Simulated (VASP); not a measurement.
Set up this calculation in VASP 6.6.1, as the native input.

* Task: single point
* Functional: PBEsol
* Potentials or basis: VASP PAW PBE potentials, release 64 (Si, C)
* Cutoff: 520 eV
* k mesh: 12 × 12 × 6
* Occupations: gaussian, width 0.01 eV
* Spin: no spin polarisation
* Dipole correction: no
* Further INCAR settings: ALGO = Normal; EDIFF = 1e-06; NBANDS = 16

The structure of SiC lies in POSCAR:

```
SiC
1.0
    2.9525984955      0.0000000000      0.0000000000
   -1.4762992477      2.5570253042      0.0000000000
    0.0000000000      0.0000000000      4.8394101435
Si C
2 2
Direct
    0.3333333333      0.6666666667      0.0045879413
    0.6666666667      0.3333333333      0.5045879413
    0.3333333333      0.6666666667      0.3804120587
    0.6666666667      0.3333333333      0.8804120587
```

One way to write it, as run:

INCAR

```
PREC = Accurate
ENCUT = 520
EDIFF = 1E-6
ISMEAR = 0
SIGMA = 0.01
LREAL = F
LASPH = T
NELM = 80
ALGO = Normal
ISIF = 2
LWAVE = F
LCHARG = F
GGA = PS
NBANDS = 16
```

KPOINTS

```
regular mesh
0
Gamma
  12 12 6
```

Potentials or basis: VASP PAW PBE potentials, release 64 (Si, C).

Command:

```bash
$ cat potpaw_PBE.64/Si/POTCAR potpaw_PBE.64/C/POTCAR > POTCAR
$ mpirun -np 1 vasp_std > vasp.out
```

It gave:

```yaml
Pressure: 35.5 GPa
Band_gap_on_the_k_mesh: 1.88 eV, indirect (least direct gap 4.08 eV)
```

Caveat: the PAW data sets were made with another functional, which shifts forces and pressure a little.

It took 12 s on 1 thread of Intel(R) Xeon(R) 6975P-C (Granite Rapids), on a shared host, peak memory 0.17 GiB.
